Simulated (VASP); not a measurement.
# Be16CO in VASP: notebook, part 2 of 2

VASP 6.6.1.

### Step 3. Single point, PBE

Contents of INCAR:

```
  ALGO = Normal
  DIPOL = 0.5 0.5 0.316
  EDIFF = 1E-7
  ENCUT = 520
  GGA = PE
  IDIPOL = 3
  ISIF = 2
  ISMEAR = 0
  LASPH = True
  LCHARG = False
  LDIPOL = True
  LREAL = Auto
  LWAVE = False
  NBANDS = 36
  NELM = 100
  PREC = Accurate
  SIGMA = 0.1
```

Contents of KPOINTS:

```
k-points
0
Gamma
  6 6 1
```

Contents of POSCAR:

```
Be16CO
1.0
    4.5254381410      0.0000000000      0.0000000000
   -2.2627190705      3.9191443934      0.0000000000
    0.0000000000      0.0000000000     23.4761687145
Be C O
16 1 1
Direct
    0.3333333333      0.1666666667      0.1703855535
    0.3333333333      0.6666666667      0.1703855535
    0.8333333333      0.1666666667      0.1703855535
    0.8333333333      0.6666666667      0.1703855535
    0.1666666667      0.3333333333      0.2463521558
    0.1666666667      0.8333333333      0.2463521558
    0.6666666667      0.3333333333      0.2463521558
    0.6666666667      0.8333333333      0.2463521558
    0.3333333333      0.1666666667      0.3241941575
    0.3333333333      0.6666666667      0.3241941575
    0.8333333333      0.1666666667      0.3241941575
    0.8333333333      0.6666666667      0.3241941575
    0.1666666667      0.3333333333      0.4036505628
    0.1666666667      0.8333333333      0.4036505628
    0.6666666667      0.3333333333      0.4036505628
    0.6666666667      0.8333333333      0.4036505628
    0.1666666667      0.3333333333      0.5301618363
    0.2049696816      0.2950303184      0.5778899802
```

Potentials or basis: VASP PAW PBE potentials, release 64 (Be, C, O).

The run is started by

```bash
$ cat potpaw_PBE.64/Be/POTCAR potpaw_PBE.64/C/POTCAR potpaw_PBE.64/O/POTCAR > POTCAR
$ mpirun -np 1 vasp_std > vasp.out
```

OUTCAR:

```text
EDIFF = 1E-7
   ENCUT = 520
   GGA = PE
   ISIF = 2
   ISMEAR = 0
   LASPH = True
   LREAL = Auto
   NELM = 100
   PREC = Accurate

 ion  position               nearest neighbor table
   1  0.333  0.167  0.170-   5 2.21   7 2.21   6 2.21   3 2.26   3 2.26   2 2.26   2 2.26   4 2.26
                             4 2.26
   2  0.333  0.667  0.170-   6 2.21   8 2.21   5 2.21   4 2.26   4 2.26   3 2.26   1 2.26   1 2.26
                             3 2.26
   3  0.833  0.167  0.170-   7 2.21   5 2.21   8 2.21   1 2.26   1 2.26   2 2.26   4 2.26   4 2.26
                             2 2.26
   4  0.833  0.667  0.170-   8 2.21   6 2.21   7 2.21   2 2.26   2 2.26   1 2.26   3 2.26   3 2.26
                             1 2.26
   5  0.167  0.333  0.246-   1 2.21   3 2.21   2 2.21   9 2.25  11 2.25  10 2.25   7 2.26   7 2.26
                             6 2.26   6 2.26   8 2.26   8 2.26
   6  0.167  0.833  0.246-   2 2.21   4 2.21   1 2.21  10 2.25  12 2.25   9 2.25   8 2.26   8 2.26
                             7 2.26   5 2.26   5 2.26   7 2.26
   7  0.667  0.333  0.246-   3 2.21   1 2.21   4 2.21  11 2.25   9 2.25  12 2.25   5 2.26   5 2.26
                             6 2.26   8 2.26   8 2.26   6 2.26
   8  0.667  0.833  0.246-   4 2.21   2 2.21   3 2.21  12 2.25  10 2.25  11 2.25   6 2.26   6 2.26
                             5 2.26   7 2.26   7 2.26   5 2.26
   9  0.333  0.167  0.324-   5 2.25   7 2.25   6 2.25  11 2.26  11 2.26  12 2.26  10 2.26  10 2.26
                            12 2.26  13 2.28  15 2.28  14 2.28
  10  0.333  0.667  0.324-   6 2.25   8 2.25   5 2.25  12 2.26  12 2.26   9 2.26   9 2.26  11 2.26
                            11 2.26  14 2.28  16 2.28  13 2.28
  11  0.833  0.167  0.324-   7 2.25   5 2.25   8 2.25   9 2.26   9 2.26  12 2.26  12 2.26  10 2.26
                            10 2.26  15 2.28  13 2.28  16 2.28
  12  0.833  0.667  0.324-   8 2.25   6 2.25   7 2.25  10 2.26  10 2.26  11 2.26  11 2.26   9 2.26
                             9 2.26  16 2.28  14 2.28  15 2.28
  13  0.167  0.333  0.404-  15 2.26  15 2.26  16 2.26  14 2.26  14 2.26  16 2.26   9 2.28  11 2.28
                            10 2.28
  14  0.167  0.833  0.404-  16 2.26  16 2.26  13 2.26  13 2.26  15 2.26  15 2.26  10 2.28  12 2.28
                             9 2.28
  15  0.667  0.333  0.404-  13 2.26  13 2.26  16 2.26  16 2.26  14 2.26  14 2.26  11 2.28   9 2.28
                            12 2.28
  16  0.667  0.833  0.404-  14 2.26  14 2.26  15 2.26  15 2.26  13 2.26  13 2.26  12 2.28  10 2.28
                            11 2.28
  17  0.167  0.333  0.530-  18 1.16
  18  0.205  0.295  0.578-  17 1.16

  LATTYP: Found a hexagonal cell.
 ALAT       =     4.5254381410
 C/A-ratio  =     5.1876012848

  Lattice vectors:

 A1 = (   4.5254381410,   0.0000000000,   0.0000000000)
 A2 = (  -2.2627190705,   3.9191443934,   0.0000000000)
 A3 = (   0.0000000000,   0.0000000000,  23.4761687145)

Analysis of symmetry for initial positions (statically):
=====================================================================
 Subroutine PRICEL returns:
 Original cell was already a primitive cell.

 Routine SETGRP: Setting up the symmetry group for a
 hexagonal supercell.

 Subroutine GETGRP returns: Found  2 space group operations
 (whereof  1 operations were pure point group operations)
 out of a pool of 24 trial point group operations.

The static configuration has the point symmetry C_1 .
 The point group associated with its full space group is C_1h.

Analysis of symmetry for dynamics (positions and initial velocities):
=====================================================================
 Subroutine PRICEL returns:
 Original cell was already a primitive cell.

 Routine SETGRP: Setting up the symmetry group for a
 hexagonal supercell.

 Subroutine GETGRP returns: Found  2 space group operations
[... 118 lines left out ...]
   ISPIN  =      1    spin polarized calculation?
   LNONCOLLINEAR =      F non collinear calculations
   LSORBIT =      F    spin-orbit coupling
   LASPH  =      T    aspherical Exc in radial PAW
   ENCUT  =  520.0 eV  38.22 Ry    6.18 a.u.   8.41  8.41 43.65*2*pi/ulx,y,z
   NELM   =    100;   NELMIN=  2; NELMDL= -5     # of ELM steps
   EDIFF  = 0.1E-06   stopping-criterion for ELM
   LREAL  =      T    real-space projection
   EDIFFG = 0.1E-05   stopping-criterion for IOM
   NSW    =      0    number of steps for IOM
   IBRION =     -1    ionic relax: 0-MD 1-quasi-New 2-CG
   NFREE  =      0    steps in history (QN), initial steepest desc. (CG)
   ISIF   =      2    stress and relaxation
   ISYM   =      2    0-nonsym 1-usesym 2-fastsym
   POTIM  = 0.5000    time-step for ionic-motion
   TEBEG  =    0.0;   TEEND  =   0.0 temperature during run
   PSTRESS=    0.0 pullay stress
   NELECT =      42.0000    total number of electrons
   NUPDOWN=      -1.0000    fix difference up-down
   EMIN   =  10.00;   EMAX   =-10.00  energy-range for DOS
   EFERMI =   0.00;   METHOD = LEGACY
   ISMEAR =     0;   SIGMA  =   0.10  broadening in eV -4-tet -1-fermi 0-gaus
   EFERMI_NEDOS =   21; number of points for ismear=-14 and -15
   IALGO  =     38    algorithm
   IMIX   =      4    mixing-type and parameters
     AMIX     =   0.40;   BMIX     =  1.00
     AMIX_MAG =   1.60;   BMIX_MAG =  1.00
  volume/ion in A,a.u.               =      23.13       156.10
  Fermi-wavevector in a.u.,A,eV,Ry     =   0.762076  1.440115  7.901715  0.580760
  Thomas-Fermi vector in A             =   1.861457
   LORBIT       =      0    0 simple, 1 ext, 2 COOP (PROOUT), +10 PAW based schemes
   GGA     = PE    functional components
   LHFCALC =     F    Hartree Fock is set to
   AEXX    =    0.0000 exact exchange contribution
   IVDW    =     0    specifies the selected vdW correction
   LEPSILON=     F    determine dielectric tensor
   LRPA    =     F    only Hartree local field effects (RPA)
 non-spin polarized calculation
 Gauss-broadening in eV      SIGMA  =   0.10
  energy-cutoff  :      520.00
  volume of cell :      416.37
 maximum number of plane-waves:     11313
 NGX is ok and might be reduce to    36
   NGX = 17   NGY = 17   NGZ = 87

 dipolmoment           0.000000      0.000000      0.102594 electrons x Angstroem

 number of electron      41.9999999 magnetization

 dipolmoment           0.000000      0.000000     -0.016408 electrons x Angstroem

 Free energy of the ion-electron system (eV)
  ---------------------------------------------------
  ext. energy  EPLUGINS =         0.00000000
  ---------------------------------------------------
  free energy    TOTEN  =       -70.88518607 eV

  energy without entropy =      -70.83260847  energy(sigma->0) =      -70.85889727

 E-fermi :  -1.2537     XC(G=0):  -4.8224

 val. band max:       -1.2653482449   @ k =   0.3333   0.0000   0.0000
 cond. band min:      -1.2114801746   @ k =   0.3333   0.1667   0.0000
 fundamental gap:      0.0538680703
 Fermi energy:        -1.2536844490

 k-point     1 :       0.0000    0.0000    0.0000
  band No.  band energies     occupation
      1     -25.3025      2.00000
      2     -11.2878      2.00000
      3     -10.3808      2.00000
      4      -9.9045      2.00000
      5      -7.8607      2.00000
      6      -7.8327      2.00000
[... 457 lines left out ...]
     32       4.1092      0.00000
     33       4.3321      0.00000
 [bands above 33 left out]

------------------------ aborting loop because EDIFF is reached ----------------------------------------

 vacuum level on the upper side and lower side of the slab       (xc-potential included)        -0.175        -0.009

  FORCE on cell =-STRESS in cart. coord.  units (eV):
  Direction    XX          YY          ZZ          XY          YZ          ZX
  --------------------------------------------------------------------------------------
  -------------------------------------------------------------------------------------
  Total       -6.8506968     -6.7904225     -0.5875240      0.0521991      0.1878045     -0.3252671
  in kB      -26.3612629    -26.1293293     -2.2607736      0.2008604      0.7226657     -1.2516174
  external PRESSURE =     -18.2504553 kB  Pullay stress =       0.0000000 kB

 VOLUME and BASIS-vectors are now :
 -----------------------------------------------------------------------------
  energy-cutoff  :      520.00
  volume of cell :      416.37
      direct lattice vectors                 reciprocal lattice vectors
     4.525438141  0.000000000  0.000000000     0.220973079  0.127578867  0.000000000
    -2.262719071  3.919144393  0.000000000     0.000000000  0.255157733  0.000000000
     0.000000000  0.000000000 23.476168715     0.000000000  0.000000000  0.042596388

 POSITION                                       TOTAL-FORCE (eV/Angst)
 -----------------------------------------------------------------------------------
      1.13136      0.65319      4.00000        -0.000192      0.000111     -0.193164
     -0.00000      2.61276      4.00000         0.000107      0.001134     -0.186955
      3.39408      0.65319      4.00000        -0.000929     -0.000659     -0.186955
      2.26272      2.61276      4.00000         0.001251     -0.000722     -0.200418
      0.00000      1.30638      5.78340         0.003605     -0.002082      0.278469
     -1.13136      3.26595      5.78340         0.000658      0.004584      0.246568
[... 10 lines left out ...]
      0.00000      1.30638     12.44617         0.319470     -0.184446      1.696192
      0.26001      1.15627     13.56664        -0.311245      0.179697     -1.541258
 -----------------------------------------------------------------------------------
    total drift:                               -0.000405      0.000234     -0.011313

  FREE ENERGIE OF THE ION-ELECTRON SYSTEM (eV)
  ---------------------------------------------------
  free  energy   TOTEN  =       -70.8851860652 eV

  energy  without entropy=      -70.8326084651  energy(sigma->0) =      -70.85889727

 vacuum level on the upper side and lower side of the slab         3.848         4.017
```

It took 4.7 min on 1 thread of Intel Xeon 6975P-C (Granite Rapids), shared host; peak memory 0.55 GiB.

Results:

```yaml
Free_energy: -70.8852 eV
Largest_force: 1.736 eV/Å
Band_gap_on_the_k_mesh: zero (band 21 reaches -0.67 eV, above the bottom of band 22 at -2.94 eV)
```

Forces on the atoms (eV/Å):
```
Be   0.000  0.000 -0.193
Be   0.000  0.001 -0.187
Be  -0.001 -0.001 -0.187
Be   0.001 -0.001 -0.200
Be   0.004 -0.002  0.278
Be   0.001  0.005  0.247
Be  -0.004 -0.003  0.247
Be  -0.001  0.000  0.243
Be   0.046 -0.027 -0.028
Be   0.003  0.052 -0.006
Be  -0.044 -0.029 -0.006
Be  -0.006  0.003 -0.075
Be   0.014 -0.008  0.133
Be   0.000  0.029 -0.140
Be  -0.025 -0.014 -0.140
Be   0.002 -0.001 -0.139
C    0.319 -0.184  1.696
O   -0.311  0.180 -1.541
```

Levels at points of the mesh, in eV from the Fermi level:
| k point | band 18 | band 19 | band 20 | band 21 | band 22 | band 23 | band 24 | band 25 | band 26 | band 27 |
| --- | --- | --- | --- | --- | --- | --- | --- | --- | --- | --- |
| (0.00, 0.00, 0.00) | -1.82 | -1.82 | -1.70 | -1.70 | -1.69 | 2.69 | 2.78 | 2.97 | 3.02 | 3.03 |
| (0.50, 0.00, 0.00) | -1.32 | -1.29 | 0.05 | 0.27 | 0.82 | 0.85 | 2.43 | 2.68 | 3.18 | 3.19 |
| (0.50, 0.50, 0.00) | -1.32 | -1.29 | 0.05 | 0.28 | 0.82 | 0.85 | 2.47 | 2.72 | 3.18 | 3.19 |

### Step 4. Single point, PBE

Contents of INCAR:

```
SYSTEM = Be16CO
PREC = Accurate
ENCUT = 520
EDIFF = 1E-6
ISMEAR = 0
SIGMA = 0.1
LREAL = Auto
LASPH = .True.
NELM = 60
ALGO = Normal
ISIF = 2
LWAVE = .False.
LCHARG = .False.
LDIPOL = .True.
IDIPOL = 3
DIPOL = 0.5 0.5 0.309
GGA = PE
NBANDS = 36
```

Contents of KPOINTS:

```
regular mesh
0
Gamma
  6 6 1
  0 0 0
```

Changes to POSCAR since step 3:

```diff
@@ -24,3 +24,3 @@
     0.6666666667      0.8333333333      0.4036505628
-    0.1666666667      0.3333333333      0.5301618363
-    0.2049696816      0.2950303184      0.5778899802
+    0.1666666667      0.3333333333      0.4735086397
+    0.2713124495      0.2286875505      0.5084480660
```

The run is started by

```bash
$ cat potpaw_PBE.64/Be/POTCAR potpaw_PBE.64/C/POTCAR potpaw_PBE.64/O/POTCAR > POTCAR
$ mpirun -np 1 vasp_std > vasp.out
```

It took 4.3 min on 1 thread of Intel Xeon 6975P-C (Granite Rapids), shared host; peak memory 0.55 GiB.

Results (log left out):

```
Free energy            : -70.6312 eV
Largest force          : 2.880 eV/Å
Band gap on the k mesh : zero (band 21 reaches -0.75 eV, above the bottom of band 22 at -1.96 eV)
```

Forces on the atoms (eV/Å):
```
Be  -0.034  0.020 -0.149
Be  -0.036 -0.053 -0.106
Be   0.028  0.058 -0.106
Be   0.037 -0.021 -0.112
Be   0.002 -0.001  0.512
Be  -0.058 -0.028  0.253
Be  -0.005  0.064  0.253
Be   0.069 -0.040  0.135
Be   0.171 -0.099 -0.111
Be  -0.024  0.175  0.110
Be  -0.163 -0.067  0.110
Be  -0.015  0.009 -0.138
Be  -0.556  0.321 -0.957
Be  -0.171  0.193 -0.631
Be  -0.252  0.051 -0.631
Be   0.102 -0.059 -0.441
C    1.496 -0.864 -0.791
O   -0.591  0.341  2.798
```

Levels at points of the mesh, in eV from the Fermi level:
```csv
k point,band 19,band 20,band 21,band 22,band 23,band 24
"(0.00, 0.00, 0.00)",-1.82,-1.81,-1.81,-0.88,0.72,1.86
"(0.50, 0.00, 0.00)",-0.91,-0.21,0.27,0.55,1.31,1.99
"(0.50, 0.50, 0.00)",-0.93,-0.11,0.34,0.50,1.19,2.39
```

### Step 5. Single point, PBE

Contents of INCAR:

```
PREC = Accurate ; ENCUT = 520
EDIFF = 1E-6 ; ISMEAR = 0
SIGMA = 0.1 ; LREAL = Auto
LASPH = T ; NELM = 60
ALGO = Normal ; ISIF = 2
LWAVE = F ; LCHARG = T
LDIPOL = T ; IDIPOL = 3
DIPOL = 0.5 0.5 0.311 ; GGA = PE
LELF = T ; LVHAR = T
LVACPOTAV = T ; NBANDS = 36
```

Contents of KPOINTS:

```
regular mesh
0
Gamma
  6 6 1
```

Changes to POSCAR since step 4:

```diff
@@ -24,3 +24,3 @@
     0.6666666667      0.8333333333      0.4036505628
-    0.1666666667      0.3333333333      0.4735086397
-    0.2713124495      0.2286875505      0.5084480660
+    0.1666666667      0.3333333333      0.4939549062
+    0.2713124495      0.2286875505      0.5288943324
```

The run is started by

```bash
$ cat potpaw_PBE.64/Be/POTCAR potpaw_PBE.64/C/POTCAR potpaw_PBE.64/O/POTCAR > POTCAR
$ mpirun -np 1 vasp_std > vasp.out
```

Run time: 4.8 min. Hardware: 1 thread of Intel Xeon 6975P-C (Granite Rapids), shared host; peak memory 0.54 GiB.

The run converged. Its results:

```yaml
Free_energy: -70.8000 eV
Largest_force: 1.070 eV/Å
Band_gap_on_the_k_mesh: zero (band 21 reaches -0.65 eV, above the bottom of band 22 at -2.38 eV)
```

Forces on the atoms (eV/Å):
```
Be  -0.026  0.015 -0.236
Be  -0.008 -0.029 -0.175
Be   0.021  0.022 -0.175
Be   0.020 -0.012 -0.227
Be  -0.010  0.006  0.421
Be  -0.006 -0.003  0.255
Be   0.000  0.007  0.255
Be   0.006 -0.004  0.183
Be   0.168 -0.097 -0.110
Be   0.003  0.157  0.119
Be  -0.135 -0.081  0.119
Be  -0.031  0.018 -0.146
Be  -0.051  0.030  1.066
Be  -0.087  0.243 -0.470
Be  -0.254 -0.046 -0.470
Be   0.093 -0.053 -0.351
C    0.889 -0.513 -0.303
O   -0.590  0.341  0.244
```

Levels at points of the mesh, in eV from the Fermi level:
| k point | band 17 | band 18 | band 19 | band 20 | band 21 | band 22 | band 23 | band 24 | band 25 | band 26 |
| --- | --- | --- | --- | --- | --- | --- | --- | --- | --- | --- |
| (0.00, 0.00, 0.00) | -1.86 | -1.83 | -1.77 | -1.76 | -1.71 | -1.13 | 1.57 | 2.34 | 2.94 | 3.02 |
| (0.50, 0.00, 0.00) | -1.39 | -1.34 | -1.01 | -0.04 | 0.55 | 0.68 | 0.95 | 2.35 | 2.82 | 3.19 |
| (0.50, 0.50, 0.00) | -1.40 | -1.35 | -1.01 | 0.02 | 0.59 | 0.67 | 0.93 | 2.66 | 2.87 | 3.18 |
